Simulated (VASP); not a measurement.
A run of VASP 6.6.1 is set up as follows.

File POSCAR:

```
NbAg3
1.0
    0.0000000000      4.1177915800      0.0000000000
    4.1177915800      0.0000000000      0.0000000000
    2.0588957900      2.0588957900     -4.1810765300
Ag Nb
3 1
Direct
    0.7500000000      0.2500000000      0.5000000000
    0.2500000000      0.7500000000      0.5000000000
    0.5000000000      0.5000000000      0.0000000000
    0.0000000000      0.0000000000      0.0000000000
```

Contents of INCAR.step1:

```
SYSTEM = NbAg3
ALGO = Normal
EDIFF = 1E-4
ENCUT = 600
GGA = PE
ISMEAR = -1
LASPH = .TRUE.
LCHARG = .FALSE.
LDAU = .TRUE.
LDAUJ = 0 0
LDAUL = -1 2
LDAUTYPE = 2
LDAUU = 0 2.89
LMAXMIX = 4
LREAL = .FALSE.
LWAVE = .TRUE.
NELM = 150
PREC = Accurate
SIGMA = 0.1
```

INCAR.step2

```
SYSTEM = NbAg3
ALGO = Normal
EDIFF = 1E-6
EDIFFG = -0.01
ENCUT = 600
IBRION = 2
ISIF = 3
ISMEAR = -1
ISTART = 1
LASPH = .TRUE.
LCHARG = .FALSE.
LDAU = .TRUE.
LDAUJ = 0 0
LDAUL = -1 2
LDAUPRINT = 1
LDAUTYPE = 2
LDAUU = 0 2.89
LMAXMIX = 4
LMIXTAU = .TRUE.
LREAL = .FALSE.
LWAVE = .FALSE.
METAGGA = R2SCAN
NELM = 150
NSW = 60
PREC = Accurate
SIGMA = 0.1
```

File KPOINTS:

```
k-points
0
G
  5 5 5
  0 0 0
```

Potentials or basis: VASP PAW PBE potentials, release 64 (Ag, Nb_sv).

Run with:

```sh
$ cat potpaw_PBE.64/Ag/POTCAR potpaw_PBE.64/Nb_sv/POTCAR > POTCAR
$ cp INCAR.step1 INCAR
$ mpirun -np 1 vasp_std > vasp.out
$ cp INCAR.step2 INCAR
$ mpirun -np 1 vasp_std > vasp.out
```

Task: What does it give for the relaxed volume?

Result: 17.40 Å³/atom.

Task: What does it give for the band gap on the k mesh?

Result: Zero (bands 23 and 24 overlap by 0.79 eV).

Task: What does it give for the space group after relaxing (to 0.1 Å)?

Result: Fm-3m (No. 225).

Eigenvalues of the final occupation matrices:
```csv
site,spin,trace,eigenvalues
site 4 d,1,1.05,0.14 0.15 0.25 0.25 0.25
site 4 d,2,1.05,0.14 0.15 0.25 0.25 0.25
```

Caveat: the PAW data sets were made with another functional, which shifts forces and pressure a little; U without spin polarisation on a metal has little footing; the U is typed as a test and isn't derived for this compound.
